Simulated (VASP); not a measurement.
## Al2Au: relaxation of cell and atoms with r2SCAN

The system is Al2Au.

```
Au Al
1.0
     0.00000    3.00000    3.00000
     3.00000    0.00000    3.00000
     3.00000    3.00000    0.00000
Au Al
1 2
Direct
  0.00000 0.00000 0.00000
  0.75000 0.75000 0.75000
  0.25000 0.25000 0.25000
```

```yaml
Program: VASP 6.6.1
Task: relaxation of cell and atoms
Functional: r2SCAN
Potentials_or_basis: VASP PAW PBE potentials, release 64 (Au, Al)
Cutoff: 600 eV
k_mesh: 8 × 8 × 8
Occupations: fermi-dirac, width 0.05 eV
Spin: no spin polarisation
Target_pressure: 10 GPa
Dipole_correction: no
Further_INCAR_settings: ALGO = Normal; EDIFF = 1e-07; IBRION = 2; EDIFFG = -0.01; NSW = 60; ISIF = 3
```

```json
{
  "Relaxed volume": "16.79 Å³/atom",
  "Relaxed cell": "a = 4.146 Å, b = 4.146 Å, c = 4.146 Å, α = 60.00°, β = 60.00°, γ = 60.00°",
  "Space group after relaxing (to 0.05 Å)": "Fm-3m (No. 225)",
  "Energy change on relaxing (the enthalpy is what falls)": "+35.6 meV/atom",
  "Ionic steps": "4",
  "Pressure after relaxing": "10.0 GPa"
}
```

The path:
| step | energy change (eV) | largest force (eV/Å) | pressure (GPa) | volume (Å³) |
| --- | --- | --- | --- | --- |
| 1 | 0.0000 | 0.0000 | 0.16 | 54.00 |
| 2 | 0.6412 | 0.0000 | 29.04 | 45.81 |
| 3 | 0.1026 | 0.0000 | 9.76 | 50.45 |
| 4 | 0.1069 | 0.0000 | 9.98 | 50.38 |

Final structure:
```xyz
3
Lattice="0.0000 2.9314 2.9314 2.9314 0.0000 2.9314 2.9314 2.9314 0.0000" Properties=species:S:1:pos:R:3 pbc="T T T"
Au    2.9314    0.0000    2.9314
Al    4.3970    4.3970    4.3970
Al    1.4657    1.4657    1.4657
```

Levels at points of the mesh, in eV from the Fermi level:
```csv
k point,band 5,band 6,band 7,band 8,band 9,band 10,band 11,band 12
"(0.00, 0.00, 0.00)",-6.34,-6.34,3.01,3.01,3.01,3.40,4.47,4.47
"(0.50, 0.00, 0.00)",-6.17,-6.17,-6.08,0.24,0.24,3.90,4.29,4.29
"(0.50, 0.50, 0.00)",-6.46,-5.96,-5.62,-2.48,-2.48,1.96,2.37,7.98
```

Run time: 4.8 min on 1 thread of AMD EPYC 9R45 96-Core Processor (Zen 5), on a shared host, peak memory 0.21 GiB.

Caveat: the cell is relaxed towards a set pressure, so the enthalpy falls and the energy may rise; the PAW data sets were made with another functional, which shifts forces and pressure a little; spin-orbit coupling is left out, which moves the levels of the heavy elements.
